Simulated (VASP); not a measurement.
Runs of VASP 6.6.1 on Cr. The structure is that of space group Pm-3m (No. 221), or close to it. The cells are those of the table. 

```csv
task,cell,k mesh,cutoff (eV),gap on the mesh (eV),pressure (GPa),relaxed volume (Å³/atom)
single point,"a = 2.315 Å, 1 atom",8 × 8 × 8,520,none,0.0,-
relaxation of cell and atoms,"relaxed from a = 2.393 Å, 1 atom",8 × 8 × 8,600,none,0.0,12.39
single point,"a = 2.308 Å, 1 atom",24 × 24 × 24,520,none,-0.1,-
relaxation of cell and atoms,"relaxed from a = 2.315 Å, 1 atom",24 × 24 × 24,600,none,0.0,(a)
```

Alike in all rows: level PBEsol; potentials or basis VASP PAW PBE potentials, release 64 (Cr_pv); no spin polarisation; smearing gaussian 0.1 eV.

Problem. Estimate the missing entries.

Solution. (a) 12.28.

Caveats: the PAW data sets were made with another functional, which shifts forces and pressure a little; the run has no spin polarisation, though such a crystal can be magnetic.

A gap of «none» marks levels without a gap at the run's occupations.
